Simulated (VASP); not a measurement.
Here is a VASP 6.6.1 calculation.

The input INCAR:

```
SYSTEM = Be
  ALGO = Normal
  EDIFF = 1E-7
  ENCUT = 520
  GGA = RP
  ISIF = 2
  ISMEAR = -1
  LASPH = .TRUE.
  LCHARG = .FALSE.
  LREAL = .FALSE.
  LWAVE = .FALSE.
  NBANDS = 7
  NELM = 60
  PREC = Accurate
  SIGMA = 0.1
```

Contents of KPOINTS:

```
k-points
0
G
  19 19 19
  0 0 0
```

POSCAR

```
Be
1.0
    0.0000000000      1.5500096599      1.5500096599
    1.5500096599      0.0000000000      1.5500096599
    1.5500096599      1.5500096599      0.0000000000
Be
1
Direct
    0.0000000000      0.0000000000      0.0000000000
```

Potentials or basis: VASP PAW PBE potentials, release 64 (Be).

The run is started by

```bash
$ cat potpaw_PBE.64/Be/POTCAR > POTCAR
$ mpirun -np 1 vasp_std > vasp.out
```

**Question.** What does it give for the band gap on the k mesh?

**Answer.** Zero (band 1 reaches 8.80 eV, above the bottom of band 2 at 8.15 eV).

**Question.** Predict the pressure.

**Answer.** 11.0 GPa.

Caveat: the PAW data sets were made with another functional, which shifts forces and pressure a little.
